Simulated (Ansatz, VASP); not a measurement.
RePb2 in VASP and in Ansatz

Contents of INCAR:

```
SYSTEM = RePb2
PREC = Accurate
ENCUT = 600
EDIFF = 1E-7
ISMEAR = 0
SIGMA = 0.1
LREAL = .False.
LASPH = .True.
NELM = 80
ALGO = Fast
ISIF = 3
LWAVE = .False.
LCHARG = .False.
GGA = PE
IBRION = 2
NSW = 100
EDIFFG = -0.01
```

The input KPOINTS:

```
regular mesh
0
Gamma
  12 12 12
  0 0 0
```

File POSCAR:

```
RePb2
1.0
    0.0000000000      3.3750835110      3.3750835110
    3.3750835110      0.0000000000      3.3750835110
    3.3750835110      3.3750835110      0.0000000000
Re Pb
1 2
Direct
    0.0000000000      0.0000000000      0.0000000000
    0.2500000000      0.2500000000      0.2500000000
    0.7500000000      0.7500000000      0.7500000000
```

Input for Ansatz:

```yaml
crystal:
  lattice:
    - [0.0, 3.375083511, 3.375083511]
    - [3.375083511, 0.0, 3.375083511]
    - [3.375083511, 3.375083511, 0.0]
  atoms:
    - { symbol: Re, position: [0.0, 0.0, 0.0] }
    - { symbol: Pb, position: [0.25, 0.25, 0.25] }
    - { symbol: Pb, position: [0.75, 0.75, 0.75] }
basis:
  ecutwfc: 420
kpoints:
  mp_grid: { grid: [12, 12, 12] }
hamiltonian:
  xc: pbe
scf:
  occupations: { method: gaussian, width: 0.1 }
output:
  forces: true
  stress: true
  eigenvalues: true
  write_density: true
  write_potential: true
  elf: true
  volumetric_format: npy
relax:
  adjacent_minimum: "off"
  f_tol: 0.01
  max_steps: 80
  cell: { stress_tol: 0.05 }
```

Change from the starting cell: species swapped into the Mg2Si type (Fm-3m, No. 225).

Alike in both runs: task relaxation of cell and atoms; functional PBE; k mesh 12 × 12 × 12; occupations gaussian, width 0.1 eV; no spin polarisation.

```csv
,VASP,Ansatz
version,VASP 6.6.1,Ansatz 0.2.0
potentials or method,"VASP PAW PBE potentials, release 64 (Re, Pb_d), cutoff 600 eV","scalar-relativistic, plane waves, PAW"
valence electrons in the cell,35,43
```

VASP gave:

| Property | Result |
| --- | --- |
| gap on the k mesh at the Fermi level, each at its own relaxed structure (eV) | none |
| relaxed volume (Å³/atom) | 25.41 |
| relaxed cell length with the largest relative difference (Å) | 4.760 |

Task: What did Ansatz give for the same quantities?

Result: gap on the k mesh at the Fermi level, each at its own relaxed structure (eV): none; relaxed volume (Å³/atom): 25.42; relaxed cell length with the largest relative difference (Å): 4.760.

A gap of «none» marks a metal or a gap that the smearing closes. VASP's potentials hold 35 valence electrons a cell and Ansatz's 43, so a difference there can come from the potentials and not from the codes.

Neither program's run includes spin-orbit coupling.
